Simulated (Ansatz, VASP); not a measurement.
**Two plane-wave programs on SnSe**

Contents of INCAR:

```
SYSTEM = SnSe
  PREC = Accurate
  ENCUT = 520
  EDIFF = 1E-6
  ISMEAR = 0
  SIGMA = 0.05
  LREAL = .False.
  LASPH = .True.
  NELM = 60
  ALGO = Normal
  ISIF = 2
  LWAVE = .False.
  LCHARG = .False.
  GGA = PE
  NBANDS = 17
```

Contents of KPOINTS:

```
regular mesh
0
Gamma
  10 10 10
  0 0 0
```

POSCAR

```
SnSe
1.0
    0.0000000000      3.1231459000      3.1231459000
    3.1231459000      0.0000000000      3.1231459000
    3.0027459000      3.0027459000      0.1204000000
Sn Se
1 1
Direct
    0.0095905360      0.0095905360     -0.0287716081
    0.4904094640      0.4904094640      0.5287716081
```

Input for Ansatz:

```yaml
crystal:
  lattice:
    - [0.0, 3.1231459, 3.1231459]
    - [3.1231459, 0.0, 3.1231459]
    - [3.0027459, 3.0027459, 0.1204]
  atoms:
    - { symbol: Sn, position: [0.009590536, 0.009590536, -0.0287716081] }
    - { symbol: Se, position: [0.490409464, 0.490409464, 0.5287716081] }
basis:
  ecutwfc: 420
kpoints:
  mp_grid: { grid: [10, 10, 10] }
hamiltonian:
  xc: pbe
scf:
  occupations: { method: gaussian, width: 0.05 }
output:
  forces: true
  stress: true
  eigenvalues: true
```

Alike in both runs: task single point; functional PBE; k mesh 10 × 10 × 10; occupations gaussian, width 0.05 eV; no spin polarisation.

|  | VASP | Ansatz |
| --- | --- | --- |
| version | VASP 6.6.1 | Ansatz 0.2.0 |
| potentials or method | VASP PAW PBE potentials, release 64 (Sn_d, Se), cutoff 520 eV | scalar-relativistic, plane waves, PAW |
| valence electrons in the cell | 20 | 30 |

```csv
,VASP,Ansatz,Ansatz less VASP
gap on the k mesh at the Fermi level (eV),0.24,0.23,-0.003
least direct gap on the mesh (eV),0.47,0.46,-0.005
pressure (GPa),-1.0,-1.0,+0.01
"traceless stress, the component that is largest in VASP (GPa)",0.80,0.80,+0.003
rms of the force components (eV/Å),0.034,0.031,-0.0030
```

Atom by atom the forces differ by 0.003 eV/Å (rms over components). VASP's potentials hold 20 valence electrons a cell and Ansatz's 30, so a difference there can come from the potentials and not from the codes.
